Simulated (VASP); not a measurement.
# SiC: single point with PBE

SiC:

```
Si C
1.0
     3.07600    0.00000    0.00000
    -1.53800    2.66389    0.00000
     0.00000    0.00000    5.04800
Si C
2 2
Direct
  0.40585 0.71975 0.01981
  0.66667 0.33333 0.50000
  0.33333 0.66667 0.38500
  0.66667 0.33333 0.88500
```

This cell differs from its parent crystal: atom 1 (Si) moved by (+0.200, +0.100) A along [1 1 0] and z.

```json
{
  "Program": "VASP 6.6.1",
  "Task": "single point",
  "Functional": "PBE",
  "Potentials or basis": "VASP PAW PBE potentials, release 64 (Si, C)",
  "Cutoff": "520 eV",
  "k mesh": "6 × 6 × 4",
  "Occupations": "gaussian, width 0.05 eV",
  "Spin": "no spin polarisation",
  "Dipole correction": "no",
  "Further INCAR settings": "ALGO = Normal; EDIFF = 1e-07; NBANDS = 16"
}
```

```json
{"Pressure": "5.6 GPa", "Largest force": "3.397 eV/Å", "Band gap on the k mesh": "1.42 eV, indirect (least direct gap 3.48 eV)"}
```

Forces in eV/Å, atoms in the order of the input:
```
Si  -1.639 -2.647 -1.360
Si   0.073  0.092  1.696
C    0.283  0.283  0.052
C    1.282  2.271 -0.388
```

Stress tensor (GPa, compression positive):
```
 2.39 -2.57 -1.07
-2.57  9.88 -3.31
-1.07 -3.31  4.65
```

Levels at points of the mesh, in eV from the valence-band top:
```
           k point  band 6  band 7  band 8  band 9  band 10  band 11
(0.00, 0.00, 0.00)   -1.24   -0.93    0.00    3.80     5.34     5.65
(0.50, 0.00, 0.00)   -4.35   -3.84   -2.25    1.78     3.26     5.86
(0.00, 0.50, 0.00)   -4.29   -4.10   -1.60    1.95     3.43     6.15
(0.50, 0.50, 0.00)   -4.17   -4.11   -1.68    1.80     3.33     5.97
(0.00, 0.00, 0.50)   -1.92   -1.79   -0.28    4.60     5.32     5.98
(0.50, 0.00, 0.50)   -3.45   -3.15   -2.96    2.40     2.64     4.08
(0.00, 0.50, 0.50)   -3.33   -2.96   -2.33    2.22     2.35     4.37
(0.50, 0.50, 0.50)   -3.43   -2.96   -2.33    2.28     2.36     4.29
```

Wall time 33 s on 1 thread of Intel(R) Xeon(R) Platinum 8488C (Sapphire Rapids) (shared host), peak memory 0.17 GiB.

Caveat: the cell differs from its parent crystal (atom 1 (Si) moved by (+0.200, +0.100) A along [1 1 0] and z); forces of over 1 eV/Å act on the atoms, so gaps and moduli don't describe the material at rest. A k mesh can miss the band edges.
